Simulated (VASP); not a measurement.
# ZrH2 (Fm-3m) in VASP: further runs

Runs on ZrH2. Level: PBEsol. Tasks: single point.

Program: VASP 6.6.1. These are calculated values, not measurements. Logs are shortened: lines on timing, memory, paths and dates and some standing lists are left out, and cuts for length are marked.

### 1 The cell of the first run

It takes space group Fm-3m (No. 225, cubic). The conventional cell has a = 4.720 Å, b = 4.720 Å, c = 4.720 Å, α = 90.00°, β = 90.00°, γ = 90.00°. Zr (site symmetry m-3m) has 8 H at 2.04 Å within 2.7 Å. Within 2.7 Å of H (site symmetry -43m) lie 4 Zr at 2.04 Å and 6 H at 2.36 Å.

### 2 Single point, PBEsol

Input file INCAR:

```
ALGO = Normal
EDIFF = 1E-6
ENCUT = 520
GGA = PS
ISIF = 2
ISMEAR = -1
LASPH = True
LCHARG = False
LREAL = False
LWAVE = False
NBANDS = 14
NELM = 100
PREC = Accurate
SIGMA = 0.05
```

Input file KPOINTS:

```
k-points
0
Gamma
  10 10 10
```

Input file POSCAR:

```
ZrH2
1.0
    0.0000000000      2.3600433428      2.3600433428
    2.3600433428      0.0000000000      2.3600433428
    2.3600433428      2.3600433428      0.0000000000
Zr H
1 2
Direct
    0.0000000000      0.0000000000      0.0000000000
    0.2500000000      0.2500000000      0.2500000000
    0.7500000000      0.7500000000      0.7500000000
```

Potentials or basis: VASP PAW PBE potentials, release 64 (Zr_sv, H).

Run with:

```bash
cat potpaw_PBE.64/Zr_sv/POTCAR potpaw_PBE.64/H/POTCAR > POTCAR
mpirun -np 1 vasp_std > vasp.out
```

OUTCAR:

```text
EDIFF = 1E-6
   ENCUT = 520
   GGA = PS
   ISIF = 2
   ISMEAR = -1
   LASPH = True
   LREAL = False
   NELM = 100
   PREC = Accurate

 ion  position               nearest neighbor table
   1  0.000  0.000  0.000-   3 2.04   3 2.04   3 2.04   2 2.04   3 2.04   2 2.04   2 2.04   2 2.04

   2  0.250  0.250  0.250-   1 2.04   1 2.04   1 2.04   1 2.04
   3  0.750  0.750  0.750-   1 2.04   1 2.04   1 2.04   1 2.04

  LATTYP: Found a face centered cubic cell.
 ALAT       =     4.7200866856

  Lattice vectors:

 A1 = (   0.0000000000,   2.3600433428,   2.3600433428)
 A2 = (   2.3600433428,   0.0000000000,   2.3600433428)
 A3 = (   2.3600433428,   2.3600433428,   0.0000000000)

Analysis of symmetry for initial positions (statically):
=====================================================================
 Subroutine PRICEL returns:
 Original cell was already a primitive cell.

 Routine SETGRP: Setting up the symmetry group for a
 face centered cubic supercell.

 Subroutine GETGRP returns: Found 48 space group operations
[... 9 lines left out ...]

 Routine SETGRP: Setting up the symmetry group for a
 face centered cubic supercell.

 Subroutine GETGRP returns: Found 48 space group operations
[... 11 lines left out ...]
                                     Primitive cell

  volume of cell :      26.2900

  direct lattice vectors                    reciprocal lattice vectors
     0.000000000  2.360043343  2.360043343    -0.211860516  0.211860516  0.211860516
     2.360043343  0.000000000  2.360043343     0.211860516 -0.211860516  0.211860516
     2.360043343  2.360043343  0.000000000     0.211860516  0.211860516 -0.211860516

  length of vectors
     3.337605303  3.337605303  3.337605303     0.366953178  0.366953178  0.366953178

  position of ions in fractional coordinates (direct lattice)
     0.000000000  0.000000000  0.000000000
     0.250000000  0.250000000  0.250000000
     0.750000000  0.750000000  0.750000000

  ion indices of the primitive-cell ions
   primitive index   ion index
                 1           1
                 2           2
                 3           3

----------------------------------------------------------------------------------------

 KPOINTS: k-points

Automatic generation of k-mesh.
 Grid dimensions read from file:
 generate k-points for:   10   10   10

 Generating k-lattice:

  Cartesian coordinates                     Fractional coordinates (reciprocal lattice)
    -0.021186052  0.021186052  0.021186052     0.100000000  0.000000000  0.000000000
     0.021186052 -0.021186052  0.021186052     0.000000000  0.100000000  0.000000000
     0.021186052  0.021186052 -0.021186052     0.000000000  0.000000000  0.100000000

  Length of vectors
     0.036695318  0.036695318  0.036695318

  Shift w.r.t. Gamma in fractional coordinates (k-lattice)
     0.000000000  0.000000000  0.000000000

 Subroutine IBZKPT returns following result:
 ===========================================

 Found     47 irreducible k-points:

 Following reciprocal coordinates:
            Coordinates               Weight
  0.000000  0.000000  0.000000      1.000000
  0.100000  0.000000  0.000000      8.000000
  0.200000  0.000000  0.000000      8.000000
  0.300000  0.000000  0.000000      8.000000
  0.400000  0.000000  0.000000      8.000000
  0.500000  0.000000  0.000000      4.000000
[... 16 lines left out ...]
  0.300000  0.300000  0.000000      6.000000
  0.400000  0.300000  0.000000     24.000000
 [... further k-points ...]
   k-points           NKPTS =     47   k-points in BZ     NKDIM =     47   number of bands    NBANDS=     14
   number of dos      NEDOS =    301   number of ions     NIONS =      3
   total plane-waves  NPLWV =  21952
   dimension x,y,z NGX =    28 NGY =   28 NGZ =   28
   dimension x,y,z NGXF=    56 NGYF=   56 NGZF=   56
   ions per type =               1   2
   NGX,Y,Z   is equivalent  to a cutoff of  13.95, 13.95, 13.95 a.u.
   NGXF,Y,Z  is equivalent  to a cutoff of  27.89, 27.89, 27.89 a.u.
 SYSTEM =  unknown system
   PREC   = accura    normal or accurate (medium, high low for compatibility)
   ISTART =      0    job   : 0-new  1-cont  2-samecut
   ICHARG =      2    charge: 1-file 2-atom 10-const
   ISPIN  =      1    spin polarized calculation?
   LNONCOLLINEAR =      F non collinear calculations
   LSORBIT =      F    spin-orbit coupling
   LASPH  =      T    aspherical Exc in radial PAW
   ENCUT  =  520.0 eV  38.22 Ry    6.18 a.u.   6.21  6.21  6.21*2*pi/ulx,y,z
   NELM   =    100;   NELMIN=  2; NELMDL= -5     # of ELM steps
   EDIFF  = 0.1E-05   stopping-criterion for ELM
   LREAL  =      F    real-space projection
   EDIFFG = 0.1E-04   stopping-criterion for IOM
   NSW    =      0    number of steps for IOM
   IBRION =     -1    ionic relax: 0-MD 1-quasi-New 2-CG
   NFREE  =      0    steps in history (QN), initial steepest desc. (CG)
   ISIF   =      2    stress and relaxation
   ISYM   =      2    0-nonsym 1-usesym 2-fastsym
   POTIM  = 0.5000    time-step for ionic-motion
   TEBEG  =    0.0;   TEEND  =   0.0 temperature during run
   PSTRESS=    0.0 pullay stress
   NELECT =      14.0000    total number of electrons
   NUPDOWN=      -1.0000    fix difference up-down
   EMIN   =  10.00;   EMAX   =-10.00  energy-range for DOS
   EFERMI =   0.00;   METHOD = LEGACY
   ISMEAR =    -1;   SIGMA  =   0.05  broadening in eV -4-tet -1-fermi 0-gaus
   EFERMI_NEDOS =   21; number of points for ismear=-14 and -15
   IALGO  =     38    algorithm
   IMIX   =      4    mixing-type and parameters
     AMIX     =   0.40;   BMIX     =  1.00
     AMIX_MAG =   1.60;   BMIX_MAG =  1.00
  volume/ion in A,a.u.               =       8.76        59.14
  Fermi-wavevector in a.u.,A,eV,Ry     =   1.326949  2.507570 23.957048  1.760793
  Thomas-Fermi vector in A             =   2.456298
   LORBIT       =      0    0 simple, 1 ext, 2 COOP (PROOUT), +10 PAW based schemes
   GGA     = PS    functional components
   LHFCALC =     F    Hartree Fock is set to
   AEXX    =    0.0000 exact exchange contribution
   IVDW    =     0    specifies the selected vdW correction
   LEPSILON=     F    determine dielectric tensor
   LRPA    =     F    only Hartree local field effects (RPA)
 non-spin polarized calculation
  energy-cutoff  :      520.00
  volume of cell :       26.29
 maximum number of plane-waves:       725
 NGX is ok and might be reduce to    28
   NGX = 13   NGY = 13   NGZ = 13

 number of electron      13.9999999 magnetization

 Free energy of the ion-electron system (eV)
  ---------------------------------------------------
  ext. energy  EPLUGINS =         0.00000000
  ---------------------------------------------------
  free energy    TOTEN  =       -17.57658347 eV

  energy without entropy =      -17.56350778  energy(sigma->0) =      -17.57004562

 E-fermi :   8.8966     XC(G=0): -11.5500

 val. band max:        8.8550368693   @ k =  -0.1000   0.1000   0.0000
 cond. band min:       8.9010181319   @ k =  -0.1000   0.1000   0.0000
 fundamental gap:      0.0459812626
 Fermi energy:         8.8965515905

 k-point     1 :       0.0000    0.0000    0.0000
  band No.  band energies     occupation
      1     -40.1158      2.00000
      2     -17.8546      2.00000
      3     -17.8546      2.00000
      4     -17.8546      2.00000
      5      -0.9360      2.00000
      6       7.6121      2.00000
      7       8.5461      1.99819
      8       8.5461      1.99819
      9       8.5461      1.99819
     10      11.3361      0.00000
     11      11.3361      0.00000
     12      20.1634      0.00000
     13      21.4231      0.00000
     14      21.4231      0.00000

 k-point     2 :       0.1000    0.0000    0.0000
  band No.  band energies     occupation
      1     -40.1063      2.00000
      2     -17.9376      2.00000
      3     -17.8642      2.00000
      4     -17.8642      2.00000
      5      -0.6710      2.00000
      6       6.2081      2.00000
      7       8.6817      1.97315
      8       8.6817      1.97315
      9      10.2778      0.00000
     10      11.2040      0.00000
     11      11.2040      0.00000
     12      18.6037      0.00000
     13      21.9888      0.00000
     14      21.9888      0.00000

 k-point     3 :       0.2000    0.0000    0.0000
  band No.  band energies     occupation
      1     -40.0813      2.00000
      2     -18.1491      2.00000
      3     -17.8892      2.00000
      4     -17.8892      2.00000
      5       0.0222      2.00000
      6       4.8886      2.00000
      7       8.9331      0.64974
      8       8.9331      0.64974
      9      11.0891      0.00000
     10      11.0891      0.00000
     11      12.4288      0.00000
     12      17.2193      0.00000
     13      22.7126      0.00000
     14      23.5005      0.00000
[... 324 lines left out ...]
 k-point    23 :       0.3000    0.3000    0.0000
  band No.  band energies     occupation
      1     -40.0286      2.00000
      2     -18.3956      2.00000
      3     -18.0293      2.00000
      4     -18.0293      2.00000
      5       1.8342      2.00000
      6       3.0652      2.00000
      7       7.7181      2.00000
      8      10.5605      0.00000
      9      10.5605      0.00000
     10      12.3485      0.00000
     11      16.1686      0.00000
     12      18.7016      0.00000
     13      19.8802      0.00000
     14      19.8802      0.00000

 k-point    24 :       0.4000    0.3000    0.0000
  band No.  band energies     occupation
      1     -40.0086      2.00000
      2     -18.5005      2.00000
      3     -18.0878      2.00000
      4     -18.0588      2.00000
      5       2.5416      2.00000
      6       2.7958      2.00000
      7       6.9815      2.00000
      8      10.9058      0.00000
      9      11.4817      0.00000
     10      12.7796      0.00000
     11      17.1132      0.00000
     12      18.0247      0.00000
     13      18.7698      0.00000
     14      18.7744      0.00000

 [... further k-points ...]
[... 5 lines left out ...]
  --------------------------------------------------------------------------------------
  -------------------------------------------------------------------------------------
  Total        0.6802908      0.6802908      0.6802908      0.0000000     -0.0000000      0.0000000
  in kB       41.4586603     41.4586603     41.4586603      0.0000000     -0.0000000      0.0000000
  external PRESSURE =      41.4586603 kB  Pullay stress =       0.0000000 kB

 VOLUME and BASIS-vectors are now :
 -----------------------------------------------------------------------------
  energy-cutoff  :      520.00
  volume of cell :       26.29
      direct lattice vectors                 reciprocal lattice vectors
     0.000000000  2.360043343  2.360043343    -0.211860516  0.211860516  0.211860516
     2.360043343  0.000000000  2.360043343     0.211860516 -0.211860516  0.211860516
     2.360043343  2.360043343  0.000000000     0.211860516  0.211860516 -0.211860516

 POSITION                                       TOTAL-FORCE (eV/Angst)
 -----------------------------------------------------------------------------------
      0.00000      0.00000      0.00000         0.000000      0.000000     -0.000000
      1.18002      1.18002      1.18002         0.000000      0.000000      0.000000
      3.54007      3.54007      3.54007        -0.000000     -0.000000     -0.000000
 -----------------------------------------------------------------------------------
    total drift:                               -0.000000     -0.000000      0.000000

  FREE ENERGIE OF THE ION-ELECTRON SYSTEM (eV)
  ---------------------------------------------------
  free  energy   TOTEN  =       -17.5765834653 eV

  energy  without entropy=      -17.5635077820  energy(sigma->0) =      -17.57004562
```

Run time: 13 s. Hardware: 1 thread of Intel Xeon 6975P-C (Granite Rapids), shared host; peak memory 0.16 GiB.

What came out:

| Quantity | Value |
| --- | --- |
| Free energy | -17.5766 eV |
| Pressure | 4.1 GPa |
| Band gap on the k mesh | zero (band 7 reaches 9.36 eV, above the bottom of band 8 at 8.55 eV) |

Levels at points of the mesh, in eV from the Fermi level:
```csv
k point,band 4,band 5,band 6,band 7,band 8,band 9,band 10,band 11
"(0.00, 0.00, 0.00)",-26.75,-9.83,-1.28,-0.35,-0.35,-0.35,2.44,2.44
"(0.50, 0.00, 0.00)",-26.85,-7.65,-4.37,-0.23,-0.23,3.92,3.92,4.72
"(0.50, 0.50, 0.00)",-27.02,-6.80,-4.44,-3.57,4.11,4.18,4.18,7.00
```

Caveat: the PAW data sets were made with another functional, which shifts forces and pressure a little.

### 3 Single point, PBEsol

This run uses another cell than the first one, of 8.95 Å³/atom, 1.021 times its volume.

Input file INCAR:

```
ALGO     = Normal         # electronic algorithm
EDIFF    = 1E-7           # SCF threshold, eV
ENCUT    = 520            # plane-wave cutoff, eV
GGA      = PS             # functional
ISIF     = 2              # what is computed and relaxed
ISMEAR   = -1             # smearing method
LASPH    = T              # aspherical terms in the spheres
LCHARG   = F              # write CHGCAR
LREAL    = F              # projectors in reciprocal space
LWAVE    = F              # write WAVECAR
NBANDS   = 14             # bands
NELM     = 80             # most SCF steps
PREC     = Accurate       # precision mode
SIGMA    = 0.05           # smearing width, eV
```

KPOINTS is that of step 2.

Input file POSCAR:

```
ZrH2
1.0
    0.0000000000      2.3766639139      2.3766639139
    2.3766639139      0.0000000000      2.3766639139
    2.3766639139      2.3766639139      0.0000000000
Zr H
1 2
Direct
    0.0000000000      0.0000000000      0.0000000000
    0.2500000000      0.2500000000      0.2500000000
    0.7500000000      0.7500000000      0.7500000000
```

Potentials or basis: VASP PAW PBE potentials, release 64 (Zr_sv, H).

Run with:

```bash
cat potpaw_PBE.64/Zr_sv/POTCAR potpaw_PBE.64/H/POTCAR > POTCAR
mpirun -np 1 vasp_std > vasp.out
```

It took 10 s on 1 thread of Intel Xeon 6975P-C (Granite Rapids), shared host; peak memory 0.16 GiB.

It converged, with:

| Property | Result |
| --- | --- |
| Free energy | -17.5862 eV |
| Pressure | 0.9 GPa |
| Band gap on the k mesh | zero (band 7 reaches 9.14 eV, above the bottom of band 8 at 8.33 eV) |

Levels at points of the mesh, in eV from the Fermi level:
```tsv
k point	band 5	band 6	band 7	band 8	band 9	band 10
(0.00, 0.00, 0.00)	-9.75	-1.27	-0.34	-0.34	-0.34	2.37
(0.50, 0.00, 0.00)	-7.56	-4.39	-0.22	-0.22	3.81	3.81
(0.50, 0.50, 0.00)	-6.70	-4.48	-3.50	4.00	4.06	4.06
```

Caveat: the PAW data sets were made with another functional, which shifts forces and pressure a little.

### 4 Single point, PBEsol

This run uses another cell than the first one, of 9.32 Å³/atom, 1.064 times its volume.

Input file INCAR:

```
SYSTEM = ZrH2
  PREC = Accurate
  ENCUT = 520
  EDIFF = 1E-6
  ISMEAR = -1
  SIGMA = 0.05
  LREAL = .FALSE.
  LASPH = .TRUE.
  NELM = 60
  ALGO = Normal
  ISIF = 2
  LWAVE = .FALSE.
  LCHARG = .TRUE.
  GGA = PS
  LELF = .TRUE.
  LVHAR = .TRUE.
  NBANDS = 14
```

Input file KPOINTS:

```
Automatic mesh
0
G
  10 10 10
  0 0 0
```

Input file POSCAR:

```
ZrH2
1.0
    0.0000000000      2.4092250000      2.4092250000
    2.4092250000      0.0000000000      2.4092250000
    2.4092250000      2.4092250000      0.0000000000
Zr H
1 2
Direct
    0.0000000000      0.0000000000      0.0000000000
    0.2500000000      0.2500000000      0.2500000000
    0.7500000000      0.7500000000      0.7500000000
```

Run with:

```bash
cat potpaw_PBE.64/Zr_sv/POTCAR potpaw_PBE.64/H/POTCAR > POTCAR
mpirun -np 1 vasp_std > vasp.out
```

It took 9.3 s on 1 thread of Intel Xeon 6975P-C (Granite Rapids), shared host; peak memory 0.16 GiB.

It converged, with:

```
Free energy            : -17.5743 eV
Pressure               : -4.6 GPa
Band gap on the k mesh : zero (band 7 reaches 8.72 eV, above the bottom of band 8 at 7.93 eV)
```

Levels at points of the mesh, in eV from the Fermi level:
```tsv
k point	band 5	band 6	band 7	band 8	band 9	band 10
(0.00, 0.00, 0.00)	-9.58	-1.25	-0.33	-0.33	-0.33	2.25
(0.50, 0.00, 0.00)	-7.38	-4.43	-0.21	-0.21	3.60	3.60
(0.50, 0.50, 0.00)	-6.50	-4.53	-3.35	3.78	3.84	3.84
```

Caveat: the PAW data sets were made with another functional, which shifts forces and pressure a little.

(Continued in part 2 of 2.)
